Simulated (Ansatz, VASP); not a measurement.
Two plane-wave programs on TiCoH3

```
Ti Co H
1.0
     3.23923    0.00000    0.00000
     0.00000    3.23923    0.00000
     0.00000    0.00000    3.23923
Ti Co H
1 1 3
Cartesian
  3.2392 0.0000 0.0000
  1.6196 1.6196 1.6196
  0.0000 1.6196 1.6196
  1.6196 0.0000 1.6196
  1.6196 1.6196 0.0000
```

Alike in both runs: functional PBE; k mesh 6 × 6 × 6; occupations gaussian, width 0.1 eV; no spin polarisation.

Ansatz relaxed the structure, and its values are those at the end. VASP's run is a single point on that final structure, the one shown.

|  | VASP | Ansatz |
| --- | --- | --- |
| version | VASP 6.6.1 | Ansatz 0.2.0 |
| potentials or method | VASP PAW PBE potentials, release 64 (Ti_sv, Co, H), cutoff 520 eV | scalar-relativistic, plane waves, PAW |
| valence electrons in the cell | 24 | 32 |

|  | VASP | Ansatz | Ansatz less VASP |
| --- | --- | --- | --- |
| gap on the k mesh at the Fermi level (eV) | none | none | - |
| pressure (GPa) | 0.0 | 0.0 | +0.06 |

A gap of «none» marks a metal or a gap that the smearing closes. VASP's potentials hold 24 valence electrons a cell and Ansatz's 32, so a difference there can come from the potentials and not from the codes.
